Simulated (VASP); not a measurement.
# SnS2 (P-3m1) in VASP: notebook, part 2 of 2

VASP 6.6.1. Earlier steps stand in the parts before.

## Step 3: Relaxation of cell and atoms, PBE+D3(BJ)

The input, INCAR:

```
PREC = Accurate ; ENCUT = 600
EDIFF = 1E-6 ; ISMEAR = 0
SIGMA = 0.02 ; LREAL = F
LASPH = T ; NELM = 60
ALGO = Normal ; ISIF = 3
LWAVE = F ; LCHARG = F
GGA = PE ; IVDW = 12
IBRION = 2 ; NSW = 100
EDIFFG = -0.005
```

The input, KPOINTS:

```
Automatic mesh
0
Gamma
  12 12 6
```

The input, POSCAR:

```
SnS2
1.0
    3.6697414728      0.0000000000      0.0000000000
   -1.8348707364      3.1780893408      0.0000000000
    0.0000000000      0.0000000000      5.7999210134
Sn S
1 2
Direct
    0.0000000000      0.0000000000      0.0000000000
    0.6666666667      0.3333333333      0.2548559195
    0.3333333333      0.6666666667      0.7451440805
```

Potentials or basis: VASP PAW PBE potentials, release 64 (Sn_d, S).

Run with:

```bash
cat potpaw_PBE.64/Sn_d/POTCAR potpaw_PBE.64/S/POTCAR > POTCAR
mpirun -np 1 vasp_std > vasp.out
```

OUTCAR:

```text
PREC = Accurate
   ENCUT = 600
   EDIFF = 1E-6
   ISMEAR = 0
   LREAL = F
   LASPH = T
   NELM = 60
   ISIF = 3
   GGA = PE
   IVDW = 12
   IBRION = 2
   NSW = 100
   EDIFFG = -0.005
 IVDW          = 12

 ion  position               nearest neighbor table
   1  0.000  0.000  0.000-   2 2.58   3 2.58   2 2.58   3 2.58   2 2.58   3 2.58
   2  0.667  0.333  0.255-   1 2.58   1 2.58   1 2.58
   3  0.333  0.667  0.745-   1 2.58   1 2.58   1 2.58

  LATTYP: Found a hexagonal cell.
 ALAT       =     3.6697414728
 C/A-ratio  =     1.5804712829

  Lattice vectors:

 A1 = (   3.6697414728,   0.0000000000,   0.0000000000)
 A2 = (  -1.8348707364,   3.1780893408,   0.0000000000)
 A3 = (   0.0000000000,   0.0000000000,   5.7999210134)

Analysis of symmetry for initial positions (statically):
=====================================================================
 Subroutine PRICEL returns:
 Original cell was already a primitive cell.

 Routine SETGRP: Setting up the symmetry group for a
 hexagonal supercell.

 Subroutine GETGRP returns: Found 12 space group operations
 (whereof 12 operations were pure point group operations)
 out of a pool of 24 trial point group operations.

The static configuration has the point symmetry D_3d.

Analysis of symmetry for dynamics (positions and initial velocities):
=====================================================================
 Subroutine PRICEL returns:
[... 148 lines left out ...]
 NGX is ok and might be reduce to    30
   NGX = 15   NGY = 15   NGZ = 23

--------------------------------------- Ionic step        1  -------------------------------------------

 number of electron      26.0000000 magnetization

 Free energy of the ion-electron system (eV)
  ---------------------------------------------------
  ext. energy  EPLUGINS =         0.00000000
  ---------------------------------------------------
  free energy    TOTEN  =       -13.15338320 eV

  energy without entropy =      -13.15338320  energy(sigma->0) =      -13.15338320

------------------------ aborting loop because EDIFF is reached ----------------------------------------

 Edisp (eV)   -0.98544

 E8    (eV) :    -0.4027
[... 73 lines left out ...]
--------------------------------------- Ionic step        3  -------------------------------------------

 number of electron      26.0000000 magnetization

 Free energy of the ion-electron system (eV)
  ---------------------------------------------------
  ext. energy  EPLUGINS =         0.00000000
  ---------------------------------------------------
  free energy    TOTEN  =       -13.15237108 eV

  energy without entropy =      -13.15237108  energy(sigma->0) =      -13.15237108

 E-fermi :   4.9517     XC(G=0):  -9.6708

 val. band max:        4.8663317849   @ k =   0.0833  -0.0000   0.0000
 cond. band min:       6.1244725044   @ k =   0.4167   0.0000   0.3333
 fundamental gap:      1.2581407195
 Fermi energy:         4.9517294854

 k-point     1 :       0.0000    0.0000    0.0000
  band No.  band energies     occupation
      1     -16.1725      2.00000
      2     -16.1725      2.00000
      3     -16.1337      2.00000
      4     -16.1074      2.00000
      5     -16.1074      2.00000
      6      -8.9617      2.00000
[... 457 lines left out ...]
      4     -16.1149      2.00000
      5     -16.1054      2.00000
      6      -8.6153      2.00000
[... 9 lines left out ...]
     16      10.2244      0.00000
     17      10.4480      0.00000

 [... further k-points ...]

------------------------ aborting loop because EDIFF is reached ----------------------------------------

 Edisp (eV)   -0.98648

 E8    (eV) :    -0.4031
[... 26 lines left out ...]
  FREE ENERGIE OF THE ION-ELECTRON SYSTEM (eV)
  ---------------------------------------------------
  free  energy   TOTEN  =       -14.1388525021 eV

  energy  without entropy=      -14.1388525021  energy(sigma->0) =      -14.13885250

 reached required accuracy - stopping structural energy minimisation
```

OSZICAR:

```text
N       E                     dE             d eps       ncg     rms          rms(c)
DAV:   1     0.217462144476E+03    0.21746E+03   -0.13940E+04  3428   0.200E+03
DAV:   2     0.121669330824E+02   -0.20530E+03   -0.20114E+03  3637   0.445E+02
DAV:   3    -0.127417035046E+02   -0.24909E+02   -0.24054E+02  4303   0.132E+02
DAV:   4    -0.136332077675E+02   -0.89150E+00   -0.89014E+00  4335   0.258E+01
[... 16 lines left out ...]
       N       E                     dE             d eps       ncg     rms          rms(c)
DAV:   1    -0.131523867093E+02   -0.33274E-03   -0.43146E-04  4386   0.324E-01    0.273E-02
DAV:   2    -0.131523753974E+02    0.11312E-04   -0.30012E-05  4463   0.877E-02    0.115E-02
DAV:   3    -0.131523717083E+02    0.36891E-05   -0.99150E-06  4284   0.500E-02    0.310E-03
DAV:   4    -0.131523710834E+02    0.62499E-06   -0.51558E-07  1845   0.761E-03
   3 F= -.14138853E+02 E0= -.14138853E+02  d E =-.264527E-04
```

CONTCAR:

```text
SnS2
   1.00000000000000
     3.6680825193610809    0.0000000000000000    0.0000000000000000
    -1.8340412596805404    3.1766526449781547    0.0000000000000000
     0.0000000000000000    0.0000000000000000    5.7992979776060798
  Sn              S
     1     2
Direct
     0.0000000000000000    1.0000000000000000    0.0000000000000000
     0.6666666667000030    0.3333333332999970    0.2547983745772918
     0.3333333332999970    0.6666666667000030    0.7452016254227083

  0.00000000E+00  0.00000000E+00  0.00000000E+00
  0.00000000E+00  0.00000000E+00  0.00000000E+00
  0.00000000E+00  0.00000000E+00  0.00000000E+00
```

It took 2.9 min on 1 thread of Intel Xeon Platinum 8259CL at 2.50GHz (Skylake/Cascade Lake), shared host; peak memory 0.31 GiB.

What came out:

```yaml
Free_energy: -14.1389 eV
Relaxed_volume: 22.52 Å³/atom
Relaxed_cell: a = 3.668 Å, b = 3.668 Å, c = 5.799 Å, α = 90.00°, β = 90.00°, γ = 120.00°
Space_group_after_relaxing_to_0.05_Å: P-3m1 (No. 164)
Energy_gained_by_relaxing: 0.0 meV/atom
Ionic_steps: 3
Pressure_after_relaxing: 0.0 GPa
Band_gap_on_the_k_mesh: 1.26 eV, indirect (least direct gap 1.73 eV)
Dispersion_energy_per_atom: -0.329 eV
```

Forces in eV/Å, atoms in the order of the input:
```
Sn   0.000  0.000  0.000
S    0.000  0.000  0.002
S    0.000  0.000 -0.002
```

Final structure:
```yaml
crystal:
  lattice:
    - [3.66808, 0.00000, 0.00000]
    - [-1.83404, 3.17665, 0.00000]
    - [0.00000, 0.00000, 5.79930]
  atoms:
    - { symbol: Sn, position: [0.00000, 0.00000, 0.00000] }
    - { symbol: S, position: [0.66667, 0.33333, 0.25480] }
    - { symbol: S, position: [0.33333, 0.66667, 0.74520] }
```

Caveat: spin-orbit coupling is left out, which moves the levels of the heavy elements.

## Step 4: Single point, PBE+D3(BJ)

The input, INCAR:

```
SYSTEM = SnS2
PREC = Accurate
ENCUT = 520
EDIFF = 1E-7
ISMEAR = 0
SIGMA = 0.02
LREAL = .False.
LASPH = .True.
NELM = 60
ALGO = Normal
ISIF = 2
LWAVE = .False.
LCHARG = .False.
GGA = PE
IVDW = 12
NBANDS = 20
```

The input, KPOINTS:

```
regular mesh
0
Gamma
  9 9 6
  0 0 0
```

The input, POSCAR:

```
SnS2
1.0
    3.6698317781      0.0000000000      0.0000000000
   -1.8349158890      3.1781675475      0.0000000000
    0.0000000000      0.0000000000      5.7998451054
Sn S
1 2
Direct
    0.0000000000      0.0000000000      0.0000000000
    0.6666666667      0.3333333333      0.2548468439
    0.3333333333      0.6666666667      0.7451531561
```

Run with:

```bash
cat potpaw_PBE.64/Sn_d/POTCAR potpaw_PBE.64/S/POTCAR > POTCAR
mpirun -np 1 vasp_std > vasp.out
```

Wall time 2 min (1 thread of Intel Xeon 8259CL, shared host); peak memory 0.24 GiB.

It converged, with:

* Free energy: -14.1383 eV
* Pressure: -0.1 GPa
* Largest force: 0.009 eV/Å
* Band gap on the k mesh: 1.24 eV, indirect (least direct gap 1.72 eV)
* Dispersion energy per atom: -0.328 eV

Forces in eV/Å, atoms in the order of the input:
```
Sn   0.000  0.000  0.000
S    0.000  0.000 -0.009
S    0.000  0.000  0.009
```

Levels at points of the mesh, in eV from the valence-band top:
```
           k point  band 10  band 11  band 12  band 13  band 14  band 15  band 16  band 17
(0.00, 0.00, 0.00)    -0.73    -0.50    -0.50     0.00     1.72     3.52     5.31     5.31
(0.00, 0.00, 0.50)    -0.84    -0.84    -0.33    -0.33     2.96     3.59     5.01     5.01
```

Caveat: spin-orbit coupling is left out, which moves the levels of the heavy elements. A k mesh can miss the band edges.

## Step 5: Relaxation of cell and atoms, PBE+D3(BJ)

The input, INCAR:

```
PREC = Accurate ; ENCUT = 600
EDIFF = 1E-6 ; ISMEAR = 0
SIGMA = 0.02 ; LREAL = F
LASPH = T ; NELM = 60
ALGO = Normal ; ISIF = 3
LWAVE = F ; LCHARG = F
GGA = PE ; IVDW = 12
IBRION = 2 ; NSW = 100
EDIFFG = -0.005
```

The input, KPOINTS:

```
Automatic mesh
0
Gamma
  9 9 6
```

POSCAR is that of step 4.

Run with:

```bash
cat potpaw_PBE.64/Sn_d/POTCAR potpaw_PBE.64/S/POTCAR > POTCAR
mpirun -np 1 vasp_std > vasp.out
```

It took 3.5 min on 1 thread of Intel Xeon 8259CL, shared host; peak memory 0.26 GiB.

Results (log left out):

| Item | Value |
| --- | --- |
| Free energy | -14.1386 eV |
| Relaxed volume | 22.53 Å³/atom |
| Relaxed cell | a = 3.668 Å, b = 3.668 Å, c = 5.799 Å, α = 90.00°, β = 90.00°, γ = 120.00° |
| Space group after relaxing (to 0.05 Å) | P-3m1 (No. 164) |
| Energy gained by relaxing | 0.0 meV/atom |
| Ionic steps | 3 |
| Pressure after relaxing | 0.0 GPa |
| Band gap on the k mesh | 1.24 eV, indirect (least direct gap 1.73 eV) |
| Dispersion energy per atom | -0.329 eV |

Forces in eV/Å, atoms in the order of the input:
```
Sn   0.000  0.000  0.000
S    0.000  0.000  0.002
S    0.000  0.000 -0.002
```

Final structure:
```
Sn S
1.0
     3.66817    0.00000    0.00000
    -1.83409    3.17673    0.00000
     0.00000    0.00000    5.79924
Sn S
1 2
Direct
  0.00000 0.00000 0.00000
  0.66667 0.33333 0.25479
  0.33333 0.66667 0.74521
```

Levels at points of the mesh, in eV from the valence-band top:
```
           k point  band 9  band 10  band 11  band 12  band 13  band 14  band 15  band 16  band 17
(0.00, 0.00, 0.00)   -0.73    -0.73    -0.50    -0.50     0.00     1.73     3.52     5.32     5.32
(0.00, 0.00, 0.50)   -2.05    -0.84    -0.84    -0.32    -0.32     2.97     3.60     5.01     5.01
```

Caveat: spin-orbit coupling is left out, which moves the levels of the heavy elements. A k mesh can miss the band edges.

## Step 6: Summary

| task | cell | k mesh | cutoff (eV) | gap on the mesh (eV) | pressure (GPa) | relaxed volume (Å³/atom) |
| --- | --- | --- | --- | --- | --- | --- |
| relaxation of cell and atoms | relaxed from a = 3.670, b = 3.670, c = 5.800 Å, angles 90.0, 90.0, 120.0°, 3 atoms | 12 × 12 × 6 | 600 | 1.26 | 0.0 | 22.52 |
| single point | a = 3.670, b = 3.670, c = 5.800 Å, angles 90.0, 90.0, 120.0°, 3 atoms | 9 × 9 × 6 | 520 | 1.24 | -0.1 | - |
| relaxation of cell and atoms | relaxed from a = 3.670, b = 3.670, c = 5.800 Å, angles 90.0, 90.0, 120.0°, 3 atoms | 9 × 9 × 6 | 600 | 1.24 | 0.0 | 22.53 |

Alike in all rows: level PBE+D3(BJ); potentials or basis VASP PAW PBE potentials, release 64 (Sn_d, S); no spin polarisation; smearing gaussian 0.02 eV.

Caveats: spin-orbit coupling is left out, which moves the levels of the heavy elements.

Total energies depend on the potentials used, so only differences within one code and one set of settings carry meaning.
